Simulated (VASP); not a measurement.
Here is a VASP 6.6.1 calculation.

File POSCAR:

```
RbBr
1.0
    0.0000000000      3.4610548593      3.4610548593
    3.4610548593      0.0000000000      3.4610548593
    3.4610548593      3.4610548593      0.0000000000
Rb Br
1 1
Direct
    0.0000000000      0.0000000000      0.0000000000
    0.5000000000      0.5000000000      0.5000000000
```

The input INCAR.step1:

```
  PREC = Accurate
  ENCUT = 520
  EDIFF = 1E-5
  ISMEAR = 0
  SIGMA = 0.01
  LREAL = F
  LASPH = T
  NELM = 100
  ALGO = Normal
  ISIF = 2
  LWAVE = T
  GGA = PE
  NBANDS = 15
```

File INCAR.step2:

```
  PREC = Accurate
  ENCUT = 520
  EDIFF = 1E-7
  ISMEAR = 0
  SIGMA = 0.01
  LREAL = F
  LASPH = T
  NELM = 100
  ALGO = Normal
  ISIF = 2
  LWAVE = F
  LCHARG = T
  GGA = PE
  LHFCALC = T
  HFSCREEN = 0.2079
  PRECFOCK = Normal
  LELF = T
  LVHAR = T
  ISTART = 1
  NBANDS = 15
```

The input KPOINTS:

```
regular mesh
0
Gamma
  4 4 4
```

Potentials or basis: VASP PAW PBE potentials, release 64 (Rb_sv, Br).

Command:

```console
$ cat potpaw_PBE.64/Rb_sv/POTCAR potpaw_PBE.64/Br/POTCAR > POTCAR
$ cp INCAR.step1 INCAR
$ mpirun -np 1 vasp_std > vasp.out
$ cp INCAR.step2 INCAR
$ mpirun -np 1 vasp_std > vasp.out
```

Problem. What does it give for the band gap on the k mesh?

Solution. 5.44 eV, direct.

Problem. What does it give for the pressure?

Solution. 0.3 GPa.

Caveat: the PAW data sets were made with another functional, which shifts forces and pressure a little.
